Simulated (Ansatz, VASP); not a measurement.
**Two plane-wave programs on Pb**

Contents of INCAR:

```
PREC = Accurate ; ENCUT = 400
EDIFF = 1E-8 ; ISMEAR = -1
SIGMA = 0.08 ; LREAL = F
LASPH = T ; NELM = 120
ALGO = Normal ; ISIF = 2
LWAVE = F ; LCHARG = F
GGA = PS ; LEFG = T
NBANDS = 13 ; GGA_COMPAT = F
```

The input KPOINTS:

```
regular mesh
0
Gamma
  4 4 4
```

The input POSCAR:

```
Pb
1.0
   -1.9796595667      1.9796595667      1.9796595667
    1.9796595667     -1.9796595667      1.9796595667
    1.9796595667      1.9796595667     -1.9796595667
Pb
1
Direct
    0.0000000000      0.0000000000      0.0000000000
```

Input for Ansatz:

```yaml
crystal:
  lattice:
    - [-1.9796595667, 1.9796595667, 1.9796595667]
    - [1.9796595667, -1.9796595667, 1.9796595667]
    - [1.9796595667, 1.9796595667, -1.9796595667]
  atoms:
    - { symbol: Pb, position: [0.0, 0.0, 0.0] }
kpoints:
  mp_grid: { grid: [4, 4, 4] }
scf:
  occupations: { method: fermi_dirac, width: 0.08 }
hamiltonian:
  xc: pbesol
  pseudopotentials: { kind: paw }
output:
  forces: true
  stress: true
  eigenvalues: true
  efg: { contact_densities: true }
```

Alike in both runs: task electric field gradients; functional PBEsol; k mesh 4 × 4 × 4; occupations fermi-dirac, width 0.08 eV; no spin polarisation.

|  | VASP | Ansatz |
| --- | --- | --- |
| version | VASP 6.6.1 | Ansatz 0.2.0 |
| potentials or method | VASP PAW PBE potentials, release 64 (Pb_d) | PAW with Ansatz's default frozen-core files, scalar-relativistic |
| plane-wave cutoff (eV) | 400 | 420 |
| valence electrons in the cell | 14 | 14 |

```csv
,VASP,Ansatz,Ansatz less VASP
pressure (GPa),-2.8,-2.8,+0.06
```

VASP's potentials were made for PBE, not for PBEsol.

The k mesh is coarse, so the values compare programs but aren't converged. Neither program's run includes spin-orbit coupling.
